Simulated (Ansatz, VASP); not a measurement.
One calculation of Zr2Si3, two programs

```
Zr Si
1.0
     4.86353    0.00000    0.00000
     0.00000    4.86353    0.00000
     0.00000    0.00000    4.86353
Zr Si
2 3
Direct
  0.00000 0.00000 0.00000
  0.50000 0.50000 0.50000
  0.50000 0.00000 0.00000
  0.00000 0.50000 0.00000
  0.00000 0.00000 0.50000
```

Alike in both runs: functional PBE; k mesh 4 × 4 × 4; occupations gaussian, width 0.1 eV; no spin polarisation.

Ansatz relaxed the structure, and its values are those at the end. VASP's run is a single point on that final structure, the one shown.

|  | VASP | Ansatz |
| --- | --- | --- |
| version | VASP 6.6.1 | Ansatz 0.2.0 |
| potentials or method | VASP PAW PBE potentials, release 64 (Zr_sv, Si), cutoff 520 eV | scalar-relativistic, plane waves, PAW |
| valence electrons in the cell | 36 | 36 |

|  | VASP | Ansatz | Ansatz less VASP |
| --- | --- | --- | --- |
| gap on the k mesh at the Fermi level (eV) | none | none | - |
| pressure (GPa) | -0.1 | -0.1 | 0.00 |

A gap of «none» marks a metal or a gap that the smearing closes.
